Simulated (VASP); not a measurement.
**Sb: relaxation of cell and atoms with r2SCAN**

The system is Sb.

```
CELL_PARAMETERS angstrom
-1.89474 1.89474 1.89474
1.89474 -1.89474 1.89474
1.89474 1.89474 -1.89474
ATOMIC_POSITIONS crystal
Sb 0.00000 0.00000 0.00000
```

This isn't the form of Sb at room conditions, which is rhombohedral.

```yaml
Program: VASP 6.6.1
Task: relaxation of cell and atoms
Functional: r2SCAN
Potentials_or_basis: VASP PAW PBE potentials, release 64 (Sb)
Cutoff: 600 eV
k_mesh: 16 × 16 × 16
Occupations: gaussian, width 0.1 eV
Spin: no spin polarisation
Dipole_correction: no
Further_INCAR_settings: ALGO = Normal; EDIFF = 1e-06; IBRION = 2; EDIFFG = -0.01; NSW = 80; ISIF = 3
```

| Item | Value |
| --- | --- |
| Relaxed volume | 26.94 Å³/atom |
| Relaxed cell | a = 3.271 Å, b = 3.271 Å, c = 3.271 Å, α = 109.47°, β = 109.47°, γ = 109.47° |
| Space group after relaxing (to 0.1 Å) | Im-3m (No. 229) |
| Energy gained by relaxing | 0.5 meV/atom |
| Ionic steps | 3 |
| Pressure after relaxing | 0.0 GPa |
| Band gap on the k mesh | zero (an odd number of electrons rules out a gap without spin polarisation) |

Step by step:
```
step  energy change (eV)  largest force (eV/Å)  pressure (GPa)  volume (Å³)
   1              0.0000                0.0000           -0.56        27.21
   2             -0.0004                0.0000            0.28        26.83
   3             -0.0005                0.0000            0.01        26.94
```

Final structure:
```yaml
crystal:
  lattice:
    - [-1.88853, 1.88853, 1.88853]
    - [1.88853, -1.88853, 1.88853]
    - [1.88853, 1.88853, -1.88853]
  atoms:
    - { symbol: Sb, position: [0.00000, 0.00000, 0.00000] }
```

Levels at points of the mesh, in eV from the Fermi level:
| k point | band 1 | band 2 | band 3 | band 4 | band 5 | band 6 |
| --- | --- | --- | --- | --- | --- | --- |
| (0.00, 0.00, 0.00) | -13.40 | 5.83 | 5.83 | 5.83 | 11.01 | 11.01 |
| (0.50, 0.00, 0.00) | -9.10 | -5.82 | 1.74 | 4.09 | 7.07 | 7.31 |
| (0.50, 0.50, 0.50) | -5.56 | -2.15 | -2.15 | -2.15 | 3.43 | 3.43 |

Run time: 5.7 min on 1 thread of Intel Xeon 8259CL (shared host), peak memory 0.19 GiB.

Caveat: the PAW data sets were made with another functional, which shifts forces and pressure a little; spin-orbit coupling is left out, which moves the levels of the heavy elements; an odd number of electrons without spin polarisation forces a metal; a magnetic or distorted state may lie lower.
